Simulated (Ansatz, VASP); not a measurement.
## PtS2 in VASP and in Ansatz

```
Pt S
1.0
     3.68493    0.00000    0.00000
    -1.84246    3.19124    0.00000
     0.00000    0.00000    5.03880
Pt S
1 2
Direct
  0.00000 0.00000 0.00000
  0.66667 0.33333 0.77300
  0.33333 0.66667 0.22700
```

Alike in both runs: task single point; functional PBE; k mesh 7 × 7 × 5; occupations fermi-dirac, width 0.05 eV; no spin polarisation.

|  | VASP | Ansatz |
| --- | --- | --- |
| version | VASP 6.6.1 | Ansatz 0.2.0 |
| potentials or method | VASP PAW PBE potentials, release 64 (Pt_sv_GW, S) | Ansatz PAW |
| plane-wave cutoff (eV) | 570 | 420 |
| valence electrons in the cell | 30 | 30 |

Ansatz gave:

| Item | Value |
| --- | --- |
| gap on the k mesh at the Fermi level (eV) | 0.68 |
| least direct gap on the mesh (eV) | 0.90 |
| pressure (GPa) | -1.5 |
| traceless stress, the component that is largest in VASP (GPa) | 3.94 |
| rms of the force components (eV/Å) | 0.105 |

Task: Estimate VASP's values.

Result: gap on the k mesh at the Fermi level (eV): 0.69; least direct gap on the mesh (eV): 0.92; pressure (GPa): -2.2; traceless stress, the component that is largest in VASP (GPa): 4.06; rms of the force components (eV/Å): 0.096.

Atom by atom the forces differ by 0.009 eV/Å (rms over components).

Spin-orbit coupling is off throughout. Noted on Ansatz's run: odd divisions of the mesh miss points on the zone boundary, where band edges often lie, so the gap on the mesh can be too wide.
